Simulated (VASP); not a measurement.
Runs of VASP 6.6.1 on BN. The structure is cubic, space group F-43m (No. 216). The conventional cell has a = 3.615 Å, b = 3.615 Å, c = 3.615 Å, α = 90.00°, β = 90.00°, γ = 90.00°. Within 2.1 Å of B (site symmetry -43m) lie 4 N at 1.57 Å. N (site symmetry -43m) has 4 B at 1.57 Å within 2.1 Å. 

| level | cutoff (eV) | gap on the mesh (eV) | pressure (GPa) |
| --- | --- | --- | --- |
| PBEsol | 600 | 4.54 | -2.6 |
| PBE | 600 | 4.71 | (a) |
| r2SCAN | 660 | 5.24 | -0.5 |
| revPBE | 600 | (b) | (c) |
| RPBE | 600 | 4.74 | 9.0 |

Alike in all rows: task single point; potentials or basis VASP PAW PBE potentials, release 64 (B, N); no spin polarisation; cell as given; k mesh 7 × 7 × 7; smearing gaussian 0.01 eV.

Q: Estimate the missing entries.

A: (a) 3.0; (b) 4.73; (c) 7.6.

Caveats: all runs use coarse meshes; an odd mesh through Γ misses points on the zone boundary, where band edges can lie; the PAW data sets were made with another functional, which shifts forces and pressure a little (at least some runs).
